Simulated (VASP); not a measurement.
# Li3TiO3 in VASP: a series of runs

Li3TiO3 is run at these levels: PBE; tasks: single point.

Program: VASP 6.6.1. These are calculated values, not measurements. Logs are shortened: lines on timing, memory, paths and dates and some standing lists are left out, and cuts for length are marked.

## 1. The cell of the first run

The typed cell holds 7 atoms: a = 4.056 Å, b = 4.056 Å, c = 4.056 Å, α = 89.99°, β = 90.00°, γ = 90.00°.

## 2. Single point, PBE

Input file INCAR:

```
PREC = Accurate
ENCUT = 520
EDIFF = 1E-7
ISMEAR = 0
SIGMA = 0.2
LREAL = F
LASPH = T
NELM = 80
ALGO = Normal
ISIF = 2
LWAVE = F
LCHARG = F
GGA = PE
NBANDS = 28
```

Input file KPOINTS:

```
regular mesh
0
Gamma
  6 6 6
```

Input file POSCAR:

```
Li3TiO3
1.0
    4.0562106772      0.0000343479     -0.0000765209
    0.0000329109      4.0561354948      0.0001798209
   -0.0000778061      0.0001826576      4.0562341860
Li Ti O
3 1 3
Direct
    0.0000022825      0.4999903308      0.4999925231
    0.4999962758      0.9999945165      0.5000031651
    0.5000021297      0.5000023027     -0.0000072334
   -0.0000047431      1.0000067684      0.0000067881
    0.5000004757     -0.0000003569      0.0000001197
    0.0000005741      0.5000059260      0.0000075835
    0.0000030053      0.0000005126      0.4999970540
```

Potentials or basis: VASP PAW PBE potentials, release 64 (Li_sv, Ti_sv, O).

On the command line:

```console
cat potpaw_PBE.64/Li_sv/POTCAR potpaw_PBE.64/Ti_sv/POTCAR potpaw_PBE.64/O/POTCAR > POTCAR
mpirun -np 1 vasp_std > vasp.out
```

OUTCAR:

```text
PREC = Accurate
   ENCUT = 520
   EDIFF = 1E-7
   ISMEAR = 0
   LREAL = F
   LASPH = T
   NELM = 80
   ISIF = 2
   GGA = PE

 ion  position               nearest neighbor table
   1  0.000  0.500  0.500-   7 2.03   6 2.03   7 2.03   6 2.03
   2  0.500  1.000  0.500-   7 2.03   5 2.03   5 2.03   7 2.03
   3  0.500  0.500  1.000-   5 2.03   5 2.03   6 2.03   6 2.03
   4  1.000  0.000  0.000-   6 2.03   6 2.03   7 2.03   5 2.03   5 2.03   7 2.03
   5  0.500  1.000  0.000-   3 2.03   3 2.03   4 2.03   2 2.03   4 2.03   2 2.03
   6  0.000  0.500  0.000-   1 2.03   4 2.03   4 2.03   3 2.03   3 2.03   1 2.03
   7  0.000  0.000  0.500-   1 2.03   4 2.03   2 2.03   1 2.03   2 2.03   4 2.03

  LATTYP: Found a base centered monoclinic cell.
 ALAT       =     9.9352964521
 B/A-ratio  =     0.5773927282
 C/A-ratio  =     0.7070947476
 COS(beta)  =    -0.9428047494

  Lattice vectors:

 A1 = (  -4.0561777663,   4.0561011469,   0.0002563418)
 A2 = (  -4.0561328711,  -0.0002170055,  -4.0561576651)
 A3 = (   4.0560999602,  -4.0559184893,   4.0559778442)

Analysis of symmetry for initial positions (statically):
=====================================================================
 Subroutine PRICEL returns:
 Original cell was already a primitive cell.

 Routine SETGRP: Setting up the symmetry group for a
 base centered monoclinic supercell.

 Subroutine GETGRP returns: Found  1 space group operations
 (whereof  1 operations were pure point group operations)
 out of a pool of  4 trial point group operations.

The static configuration has the point symmetry C_1 .

Analysis of symmetry for dynamics (positions and initial velocities):
=====================================================================
 Subroutine PRICEL returns:
 Original cell was already a primitive cell.

 Routine SETGRP: Setting up the symmetry group for a
 base centered monoclinic supercell.

 Subroutine GETGRP returns: Found  1 space group operations
 (whereof  1 operations were pure point group operations)
 out of a pool of  4 trial point group operations.

The dynamic configuration has the point symmetry C_1 .

 Subroutine INISYM returns: Found  1 space group operations
 (whereof  1 operations are pure point group operations),
 and found     1 'primitive' translations

----------------------------------------------------------------------------------------

                                     Primitive cell

  volume of cell :      66.7354
[... 103 lines left out ...]
   IBRION =     -1    ionic relax: 0-MD 1-quasi-New 2-CG
   NFREE  =      0    steps in history (QN), initial steepest desc. (CG)
   ISIF   =      2    stress and relaxation
   ISYM   =      2    0-nonsym 1-usesym 2-fastsym
   POTIM  = 0.5000    time-step for ionic-motion
   TEBEG  =    0.0;   TEEND  =   0.0 temperature during run
   PSTRESS=    0.0 pullay stress
   NELECT =      39.0000    total number of electrons
   NUPDOWN=      -1.0000    fix difference up-down
   EMIN   =  10.00;   EMAX   =-10.00  energy-range for DOS
   EFERMI =   0.00;   METHOD = LEGACY
   ISMEAR =     0;   SIGMA  =   0.20  broadening in eV -4-tet -1-fermi 0-gaus
   EFERMI_NEDOS =   21; number of points for ismear=-14 and -15
   IALGO  =     38    algorithm
   IMIX   =      4    mixing-type and parameters
     AMIX     =   0.40;   BMIX     =  1.00
     AMIX_MAG =   1.60;   BMIX_MAG =  1.00
  volume/ion in A,a.u.               =       9.53        64.34
  Fermi-wavevector in a.u.,A,eV,Ry     =   1.368709  2.586484 25.488659  1.873364
  Thomas-Fermi vector in A             =   2.494649
   LORBIT       =      0    0 simple, 1 ext, 2 COOP (PROOUT), +10 PAW based schemes
   GGA     = PE    functional components
   LHFCALC =     F    Hartree Fock is set to
   AEXX    =    0.0000 exact exchange contribution
   IVDW    =     0    specifies the selected vdW correction
   LEPSILON=     F    determine dielectric tensor
   LRPA    =     F    only Hartree local field effects (RPA)
 non-spin polarized calculation
 Gauss-broadening in eV      SIGMA  =   0.20
  energy-cutoff  :      520.00
  volume of cell :       66.74
 maximum number of plane-waves:      1856
   NGX = 15   NGY = 15   NGZ = 15

 number of electron      38.9999977 magnetization

 Free energy of the ion-electron system (eV)
  ---------------------------------------------------
  ext. energy  EPLUGINS =         0.00000000
  ---------------------------------------------------
  free energy    TOTEN  =       -44.19137157 eV

  energy without entropy =      -44.13633945  energy(sigma->0) =      -44.16385551

 E-fermi :   6.4818     XC(G=0): -10.3163

 val. band max:        6.4261997204   @ k =   0.5000   0.1667   0.0000
 cond. band min:       6.5221736050   @ k =   0.1667  -0.1667   0.1667
 fundamental gap:      0.0959738846
 Fermi energy:         6.4818362973

 k-point     1 :       0.0000    0.0000    0.0000
  band No.  band energies     occupation
      1     -52.0791      2.00000
      2     -40.3443      2.00000
      3     -40.2993      2.00000
      4     -40.2992      2.00000
      5     -28.3577      2.00000
      6     -28.3577      2.00000
[... 733 lines left out ...]
     27      11.8613      0.00000
     28      12.3020      0.00000

 [... further k-points ...]

------------------------ aborting loop because EDIFF is reached ----------------------------------------

  FORCE on cell =-STRESS in cart. coord.  units (eV):
  Direction    XX          YY          ZZ          XY          YZ          ZX
  --------------------------------------------------------------------------------------
  -------------------------------------------------------------------------------------
  Total        0.0892282      0.0907237      0.0887648     -0.0005241     -0.0028358      0.0012103
  in kB        2.1421846      2.1780884      2.1310587     -0.0125819     -0.0680820      0.0290566
  external PRESSURE =       2.1504439 kB  Pullay stress =       0.0000000 kB

 VOLUME and BASIS-vectors are now :
 -----------------------------------------------------------------------------
  energy-cutoff  :      520.00
  volume of cell :       66.74
      direct lattice vectors                 reciprocal lattice vectors
     4.056210677  0.000034348 -0.000076521     0.246535518 -0.000002001  0.000004729
     0.000032911  4.056135495  0.000179821    -0.000002088  0.246540088 -0.000011102
    -0.000077806  0.000182658  4.056234186     0.000004651 -0.000010930  0.246534090

 POSITION                                       TOTAL-FORCE (eV/Angst)
 -----------------------------------------------------------------------------------
     -0.00001      2.02812      2.02818        -0.000012      0.000220      0.000180
      2.02808      4.05622      2.02827         0.000056      0.000033     -0.000043
      2.02805      2.02828      4.05626        -0.000056      0.000016      0.000099
      4.05619      0.00006     -0.00005         0.000274     -0.000279     -0.000336
      2.02814      4.05615      0.00014        -0.000071      0.000154      0.000010
      0.00002      2.02809      0.00012        -0.000043     -0.000200     -0.000268
     -0.00003      0.00009      2.02811        -0.000148      0.000055      0.000358
 -----------------------------------------------------------------------------------
    total drift:                               -0.000002     -0.000003      0.000001

  FREE ENERGIE OF THE ION-ELECTRON SYSTEM (eV)
  ---------------------------------------------------
  free  energy   TOTEN  =       -44.1913715687 eV

  energy  without entropy=      -44.1363394543  energy(sigma->0) =      -44.16385551
```

OSZICAR:

```text
N       E                     dE             d eps       ncg     rms          rms(c)
DAV:   1     0.418155078474E+03    0.41816E+03   -0.19031E+04  6296   0.156E+03
DAV:   2    -0.391659688132E+01   -0.42207E+03   -0.40337E+03  7032   0.452E+02
DAV:   3    -0.511994600000E+02   -0.47283E+02   -0.46891E+02  8732   0.137E+02
DAV:   4    -0.547628919006E+02   -0.35634E+01   -0.34920E+01  9952   0.342E+01
DAV:   5    -0.549339549722E+02   -0.17106E+00   -0.17095E+00  9296   0.612E+00    0.216E+01
DAV:   6    -0.454196748744E+02    0.95143E+01   -0.54351E+01  7512   0.634E+01    0.987E+00
DAV:   7    -0.443857995879E+02    0.10339E+01   -0.95062E+00  7392   0.302E+01    0.681E+00
DAV:   8    -0.442553632896E+02    0.13044E+00   -0.53271E-01  7744   0.581E+00    0.400E+00
DAV:   9    -0.442105900436E+02    0.44773E-01   -0.31322E-01  8704   0.483E+00    0.167E+00
DAV:  10    -0.441904618523E+02    0.20128E-01   -0.62053E-02  7928   0.266E+00    0.267E-01
DAV:  11    -0.441915721119E+02   -0.11103E-02   -0.41639E-03  8044   0.489E-01    0.973E-02
DAV:  12    -0.441913782131E+02    0.19390E-03   -0.57034E-04  8124   0.243E-01    0.378E-02
DAV:  13    -0.441913734396E+02    0.47735E-05   -0.11078E-04  7620   0.764E-02    0.183E-02
DAV:  14    -0.441913722915E+02    0.11480E-05   -0.11768E-05  8992   0.287E-02    0.106E-02
DAV:  15    -0.441913715206E+02    0.77094E-06   -0.48373E-06  6968   0.149E-02    0.164E-03
DAV:  16    -0.441913715687E+02   -0.48087E-07   -0.18484E-07  5792   0.319E-03
   1 F= -.44191372E+02 E0= -.44163856E+02  d E =-.550321E-01
```

stdout:

```text
POSCAR found type information on POSCAR LiTiO
 POSCAR found :  3 types and       7 ions
 scaLAPACK will be used
 LDA part: xc-table for (Slater+PW92), standard interpolation
 POSCAR, INCAR and KPOINTS ok, starting setup
 FFT: planning ... GRIDC
 FFT: planning ... GRID_SOFT
 FFT: planning ... GRID
 WAVECAR not read
 entering main loop
```

Wall time 1.9 min (1 thread of AMD EPYC 9R45 (Zen 5), shared host); peak memory 0.27 GiB.

What came out:

* Free energy: -44.1914 eV
* Band gap on the k mesh: zero (an odd number of electrons rules out a gap without spin polarisation)

Levels at points of the mesh, in eV from the Fermi level:
```
           k point  band 16  band 17  band 18  band 19  band 20  band 21  band 22  band 23
(0.00, 0.00, 0.00)    -4.91    -3.96    -3.96    -3.96    -0.49    -0.49    -0.49     0.04
(0.50, 0.00, 0.00)    -5.98    -4.62    -4.15    -4.15    -0.43     0.94     0.94     1.53
(0.00, 0.50, 0.00)    -5.98    -4.62    -4.15    -4.15    -0.43     0.94     0.94     1.53
(0.00, 0.00, 0.50)    -5.98    -4.62    -4.15    -4.15    -0.43     0.94     0.94     1.53
(0.50, 0.50, 0.00)    -5.14    -5.14    -4.97    -3.67     0.72     0.96     0.96     1.67
(0.50, 0.00, 0.50)    -5.14    -5.14    -4.97    -3.67     0.72     0.96     0.96     1.67
(0.00, 0.50, 0.50)    -5.14    -5.14    -4.97    -3.67     0.72     0.96     0.96     1.67
(0.50, 0.50, 0.50)    -6.68    -3.64    -3.64    -3.64    -1.30     1.66     1.66     1.66
```

Caveat: the cutoff is under 1.25 times the usual one of these potentials, so pressure, stress and relaxed cells hold a basis-set (Pulay) error; an odd number of electrons without spin polarisation forces a metal; a magnetic or distorted state may lie lower.

## 3. Single point, PBE, collinear spin

This run uses another cell than the first one, of 9.51 Å³/atom.

Input file INCAR:

```
SYSTEM = Li3TiO3
ALGO = Normal
EDIFF = 1E-7
ENCUT = 520
GGA = PE
ISIF = 2
ISMEAR = 0
ISPIN = 2
LASPH = .True.
LCHARG = .True.
LELF = .True.
LMAXMIX = 4
LORBIT = 11
LREAL = .False.
LVHAR = .True.
LWAVE = .False.
MAGMOM = 0 0 0 0.21 0 0 0
NBANDS = 32
NELM = 150
PREC = Accurate
SIGMA = 0.1
```

Input file KPOINTS:

```
k-points
0
Gamma
  8 8 8
  0 0 0
```

Input file POSCAR:

```
Li3TiO3
1.0
    4.0521844960      0.0000000000      0.0000000000
    0.0000000000      4.0521844960      0.0000000000
    0.0000000000      0.0000000000      4.0521844960
Li Ti O
3 1 3
Direct
    0.0000000000      0.5000000000      0.5000000000
    0.5000000000      0.0000000000      0.5000000000
    0.5000000000      0.5000000000      0.0000000000
    0.0000000000      0.0000000000      0.0000000000
    0.5000000000      0.0000000000      0.0000000000
    0.0000000000      0.5000000000      0.0000000000
    0.0000000000      0.0000000000      0.5000000000
```

Potentials or basis: VASP PAW PBE potentials, release 64 (Li_sv, Ti_sv, O).

On the command line:

```console
cat potpaw_PBE.64/Li_sv/POTCAR potpaw_PBE.64/Ti_sv/POTCAR potpaw_PBE.64/O/POTCAR > POTCAR
mpirun -np 1 vasp_std > vasp.out
```

Run time: 99 s. Hardware: 1 thread of AMD EPYC 9R45 (Zen 5), shared host; peak memory 0.23 GiB.

It converged, with:

| Item | Value |
| --- | --- |
| Free energy | -44.1890 eV |
| Net moment | -0.01 μB per cell |
| Valence electrons inside the program's atomic spheres | Li 2.09; Ti 10.26; O 5.05 |

Levels at points of the mesh, in eV from the Fermi level:
Spin up:
| k point | band 18 | band 19 | band 20 | band 21 | band 22 | band 23 |
| --- | --- | --- | --- | --- | --- | --- |
| (0.00, 0.00, 0.00) | -3.91 | -3.91 | -0.46 | -0.46 | -0.46 | 0.13 |
| (0.50, 0.00, 0.00) | -4.10 | -4.10 | -0.39 | 0.98 | 0.98 | 1.61 |
| (0.50, 0.50, 0.00) | -4.93 | -3.62 | 0.79 | 1.00 | 1.00 | 1.71 |
| (0.50, 0.50, 0.50) | -3.59 | -3.59 | -1.22 | 1.70 | 1.70 | 1.70 |
Spin down:
| k point | band 17 | band 18 | band 19 | band 20 | band 21 | band 22 | band 23 | band 24 |
| --- | --- | --- | --- | --- | --- | --- | --- | --- |
| (0.00, 0.00, 0.00) | -3.91 | -3.91 | -3.91 | -0.47 | -0.47 | -0.47 | 0.13 | 1.62 |
| (0.50, 0.00, 0.00) | -4.57 | -4.10 | -4.10 | -0.40 | 0.97 | 0.97 | 1.61 | 1.63 |
| (0.50, 0.50, 0.00) | -5.09 | -4.93 | -3.62 | 0.79 | 0.99 | 0.99 | 1.70 | 2.36 |
| (0.50, 0.50, 0.50) | -3.58 | -3.58 | -3.58 | -1.22 | 1.69 | 1.69 | 1.69 | 5.03 |

Caveat: the cutoff is under 1.25 times the usual one of these potentials, so pressure, stress and relaxed cells hold a basis-set (Pulay) error.
